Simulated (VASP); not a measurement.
Sc2GaAs3:

```
Sc Ga As
1.0
     2.91724    1.68427    4.10528
    -2.91724    1.68427    4.10528
     0.00000   -3.36854    4.10528
Sc Ga As
2 1 3
Cartesian
  0.0000 0.0000 7.7565
  0.0000 0.0000 4.5594
  0.0000 0.0000 0.0000
  0.0000 -1.6843 2.0526
  1.4586 0.8421 2.0526
  -1.4586 0.8421 2.0526
```

The cell was built from a structure type or drawn by symmetry, and may not be a known phase.

- Program: VASP 6.6.1
- Task: relaxation of cell and atoms
- Functional: PBE
- Potentials or basis: VASP PAW PBE potentials, release 64 (Sc_sv, Ga_d, As)
- Cutoff: 500 eV
- k mesh: 6 × 6 × 6
- Occupations: gaussian, width 0.1 eV
- Spin: no spin polarisation

At the start: pressure -0.4 GPa; volume 20.17 Å³/atom.

Q: Where does the relaxation end?

A: Over 15 steps the energy falls by 37.3 meV/atom and the volume is 20.67 Å³/atom (+2.5 %); space group R-3m (No. 166, to 0.1 Å) before and after.

Step by step:
```
step  energy change (eV)  largest force (eV/Å)  pressure (GPa)  volume (Å³)
   1              0.0000                0.5169           -0.44       121.03
   2             -0.0505                0.5283            0.25       120.05
   3             -0.1154                0.3169            3.08       117.03
   4             -0.1342                0.2541            2.79       117.79
   5             -0.1584                0.0896            2.12       120.05
   6             -0.1792                0.1415            1.15       121.38
   7             -0.1915                0.2369           -0.61       124.01
   8             -0.1920                0.2228           -0.35       123.61
   9             -0.1958                0.2129           -0.29       123.48
  10             -0.2048                0.1877           -0.13       123.10
  11             -0.2125                0.1415            0.30       122.31
  12             -0.2165                0.1256            0.05       122.94
  13             -0.2209                0.0883           -0.50       124.49
  14             -0.2234                0.0386           -0.18       124.23
  15             -0.2239                0.0016            0.04       124.05
```

Final structure:
```cif
data_structure
_symmetry_space_group_name_H-M 'P 1'
_symmetry_Int_Tables_number 1
_cell_length_a 5.2795
_cell_length_b 5.2795
_cell_length_c 5.2795
_cell_angle_alpha 69.171
_cell_angle_beta 69.171
_cell_angle_gamma 69.171
_cell_volume 124.05
loop_
_atom_site_label
_atom_site_type_symbol
_atom_site_fract_x
_atom_site_fract_y
_atom_site_fract_z
_atom_site_occupancy
Sc1 Sc 0.65219 0.65219 0.65219 1
Sc2 Sc 0.34781 0.34781 0.34781 1
Ga1 Ga 0.00000 0.00000 0.00000 1
As1 As 0.00000 0.00000 0.50000 1
As2 As 0.50000 0.00000 0.00000 1
As3 As 0.00000 0.50000 0.00000 1
```
